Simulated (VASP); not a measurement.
A run of VASP 6.6.1:

The input INCAR:

```
PREC = Accurate
ENCUT = 520
EDIFF = 1E-6
ISMEAR = -1
SIGMA = 0.05
LREAL = F
LASPH = T
NELM = 80
ALGO = Normal
ISIF = 2
LWAVE = F
LCHARG = F
GGA = RP
NBANDS = 11
```

Contents of KPOINTS:

```
regular mesh
0
Gamma
  11 11 11
```

File POSCAR:

```
Si
1.0
   -2.3713723045      2.3713723045      1.3292653899
    2.3713723045     -2.3713723045      1.3292653899
    2.3713723045      2.3713723045     -1.3292653899
Si
2
Direct
    0.5000000000      0.5000000000      0.0000000000
    0.2500000000      0.7500000000      0.5000000000
```

Potentials or basis: VASP PAW PBE potentials, release 64 (Si).

Run with:

```bash
$ cat potpaw_PBE.64/Si/POTCAR > POTCAR
$ mpirun -np 1 vasp_std > vasp.out
```

Hardware: 1 thread of Intel(R) Xeon(R) Platinum 8375C CPU @ 2.90GHz (Ice Lake), on a shared host.

Q: How long does it take, and how much memory?

A: It took 40 s on 1 thread of Intel(R) Xeon(R) Platinum 8375C CPU @ 2.90GHz (Ice Lake), on a shared host, peak memory 0.17 GiB. Counts: scf iterations 10, k points 126.
